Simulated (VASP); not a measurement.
Runs of VASP 6.6.1 on TiH. The structure is that of space group I4/mmm (No. 139), or close to it. The cells are those of the table. 

```tsv
cell	gap on the mesh (eV)	pressure (GPa)
a = 2.974, b = 2.974, c = 3.997 Å, 4 atoms	none	(a)
a = 3.062, b = 3.062, c = 3.853 Å, 4 atoms	none	-2.1
a = 3.018, b = 3.018, c = 3.911 Å, 4 atoms	none	(b)
a = 2.842, b = 2.842, c = 4.385 Å, 4 atoms	none	0.5
a = 3.018, b = 3.018, c = 4.069 Å, 4 atoms	none	-5.8
```

Alike in all rows: task single point; level PBEsol; potentials or basis VASP PAW PBE potentials, release 64 (Ti_sv, H); no spin polarisation; k mesh 14 × 14 × 10; cutoff (eV) 520; smearing gaussian 0.1 eV.

Task: Fill in the values left out.

Result: (a) 0.8; (b) -0.4.

Caveats: the PAW data sets were made with another functional, which shifts forces and pressure a little; the cell stands under tension (at least some runs).

A gap of «none» marks levels without a gap at the run's occupations.
